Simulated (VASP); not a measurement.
Write the native input for VASP 6.6.1 that does the following.

- Task: single point
- Functional: PBE
- Potentials or basis: VASP PAW PBE potentials, release 64 (Zr_sv, N)
- Cutoff: 520 eV
- k mesh: 6 × 6 × 4
- Occupations: gaussian, width 0.1 eV
- Spin: collinear spin
- Starting moments: [1.0, 1.0, 1.0, 1.0, 1.0, 0.0] μB
- Dipole correction: no
- Further INCAR settings: ALGO = Normal; EDIFF = 1e-06; NBANDS = 46

The structure of Zr5N lies in POSCAR:

```
Zr5N
1.0
    5.1163130019      0.0000000000      0.0000000000
   -2.5581565009      4.4308570333      0.0000000000
    0.0000000000      0.0000000000      5.3610620845
Zr N
5 1
Direct
    0.3333333333      0.6666666667      0.7546385884
    0.6666666667      0.3333333333      0.7546385884
    0.6666666667      0.3333333333      0.2453614116
    0.3333333333      0.6666666667      0.2453614116
    0.0000000000      0.0000000000      0.0000000000
    0.0000000000      0.0000000000      0.5000000000
```

The cell was generated, and may not be a known phase.

These files were run (other wordings do the same):

INCAR

```
ALGO     = Normal         # electronic algorithm
EDIFF    = 1E-6           # SCF threshold, eV
ENCUT    = 520            # plane-wave cutoff, eV
GGA      = PE             # functional
ISIF     = 2              # what is computed and relaxed
ISMEAR   = 0              # smearing method
ISPIN    = 2              # spin polarisation
LASPH    = True           # aspherical terms in the spheres
LCHARG   = True           # write CHGCAR
LELF     = True           # ELF
LMAXMIX  = 4              # l up to which the mixer works
LORBIT   = 11             # projections on sites
LREAL    = False          # projectors in reciprocal space
LVHAR    = True         
LWAVE    = False          # write WAVECAR
MAGMOM   = 1 1 1 1 1 0    # initial moments
NBANDS   = 46             # bands
NELM     = 150            # most SCF steps
PREC     = Accurate       # precision mode
SIGMA    = 0.1            # smearing width, eV
```

KPOINTS

```
k-points
0
Gamma
  6 6 4
```

Potentials or basis: VASP PAW PBE potentials, release 64 (Zr_sv, N).

Command:

```console
$ cat potpaw_PBE.64/Zr_sv/POTCAR potpaw_PBE.64/N/POTCAR > POTCAR
$ mpirun -np 1 vasp_std > vasp.out
```

It gave:

```
Pressure                                              : 0.1 GPa
Largest force                                         : 0.005 eV/Å
Net moment                                            : 0.00 μB per cell
Valence electrons inside the program's atomic spheres : Zr 10.07, 9.73 (each value once); N 3.35
```

Wall time 6.1 min on 1 thread of AMD EPYC 7R43 64-Core Processor (Zen 3), with other jobs on the host, peak memory 0.34 GiB.
